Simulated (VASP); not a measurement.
A run of VASP 6.6.1 is set up as follows.

The input INCAR:

```
  PREC = Accurate
  ENCUT = 520
  EDIFF = 1E-6
  ISMEAR = 0
  SIGMA = 0.1
  LREAL = False
  LASPH = True
  NELM = 150
  ALGO = Normal
  ISIF = 2
  LWAVE = False
  LCHARG = False
  MAGMOM = 0 0 0
  LORBIT = 11
  LSORBIT = True
  GGA_COMPAT = False
  LORBMOM = True
  GGA = PS
  NBANDS = 26
```

The input KPOINTS:

```
Automatic mesh
0
Gamma
  16 16 16
```

The input POSCAR:

```
Bi
1.0
   -1.9568223914      1.9568223914      1.9568223914
    1.9568223914     -1.9568223914      1.9568223914
    1.9568223914      1.9568223914     -1.9568223914
Bi
1
Direct
    0.0000000000      0.0000000000      0.0000000000
```

Potentials or basis: VASP PAW PBE potentials, release 64 (Bi_d).

Command:

```console
$ cat potpaw_PBE.64/Bi_d/POTCAR > POTCAR
$ mpirun -np 1 vasp_ncl > vasp.out
```

What does it give for the net moment?

0.00 μB per cell.

What does it give for the pressure?

1.1 GPa.

Moments on the atoms (μB; x, y, z):
```
Bi  0.00 0.00 0.00
```

Caveat: the PAW data sets were made with another functional, which shifts forces and pressure a little.
